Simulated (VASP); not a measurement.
Wanted: the native input for a VASP 6.6.1 run.

```yaml
Task: relaxation of cell and atoms
Functional: LDA
Potentials_or_basis: VASP PAW LDA potentials, release 64 (Be, S)
Cutoff: 600 eV
k_mesh: 8 × 8 × 8
Occupations: gaussian, width 0.01 eV
Spin: no spin polarisation
Target_pressure: 2 GPa
Dipole_correction: no
Further_INCAR_settings: ALGO = Normal; EDIFF = 1e-06; IBRION = 2; EDIFFG = -0.002; NSW = 100; ISIF = 3
```

The structure of BeS lies in POSCAR:

```
BeS
1.0
    2.3981680588      2.3981680588      0.0000000000
   -2.3981680588      2.3981680588      0.0000000000
    0.0000000000      2.3981680588      2.3981680588
Be S
1 1
Direct
    0.0000000000      0.0000000000      0.0000000000
    0.7500000000      0.2500000000      0.5000000000
```

These files were run (other wordings do the same):

INCAR

```
ALGO = Normal ; EDIFF = 1E-6
EDIFFG = -0.002 ; ENCUT = 600
IBRION = 2 ; ISIF = 3
ISMEAR = 0 ; LASPH = True
LCHARG = False ; LREAL = False
LWAVE = False ; NELM = 100
NSW = 100 ; PREC = Accurate
PSTRESS = 20.0 ; SIGMA = 0.01
```

KPOINTS

```
k-points
0
Gamma
  8 8 8
```

Potentials or basis: VASP PAW LDA potentials, release 64 (Be, S).

The run is started by

```bash
$ cat potpaw_LDA.64/Be/POTCAR potpaw_LDA.64/S/POTCAR > POTCAR
$ mpirun -np 1 vasp_std > vasp.out
```

Results of the run:

The relaxed volume is 13.54 Å³/atom. The relaxed cell is a = 3.371 Å, b = 3.371 Å, c = 3.371 Å, α = 60.00°, β = 60.00°, γ = 90.00° and the space group after relaxing (to 0.05 Å) is F-43m (No. 216). The energy change on relaxing (the enthalpy is what falls) is +1.6 meV/atom and the ionic steps are 3. The pressure after relaxing is 2.0 GPa and the band gap on the k mesh is 2.79 eV, indirect (least direct gap 5.52 eV).

Caveat: the cell is relaxed towards a set pressure, so the enthalpy falls and the energy may rise.

Wall time 9.9 s on 1 thread of Intel(R) Xeon(R) 6975P-C (Granite Rapids), on a shared host, peak memory 0.13 GiB.
